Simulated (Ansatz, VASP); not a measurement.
# La in VASP and in Ansatz

```
CELL_PARAMETERS angstrom
3.75000 0.00000 0.00000
-1.87500 3.24760 0.00000
0.00000 0.00000 6.07000
ATOMIC_POSITIONS crystal
La 0.33333 0.66667 0.25000
La 0.66667 0.33333 0.75000
```

Alike in both runs: task relaxation of cell and atoms; functional PBEsol; k mesh 14 × 14 × 8; occupations fermi-dirac, width 0.05 eV; no spin polarisation.

```csv
,VASP,Ansatz
version,VASP 6.6.1,Ansatz 0.2.0
potentials or method,"VASP PAW PBE potentials, release 64 (La)","PAW with Ansatz's default frozen-core files, scalar-relativistic"
plane-wave cutoff (eV),600,420
valence electrons in the cell,22,22
```

```csv
,VASP,Ansatz,Ansatz less VASP
relaxed volume (Å³/atom),34.54,34.46,-0.081
relaxed cell length with the largest relative difference (Å),6.021,6.016,-0.0053
```

VASP's potentials were made for PBE, not for PBEsol.

Spin-orbit coupling is off throughout.
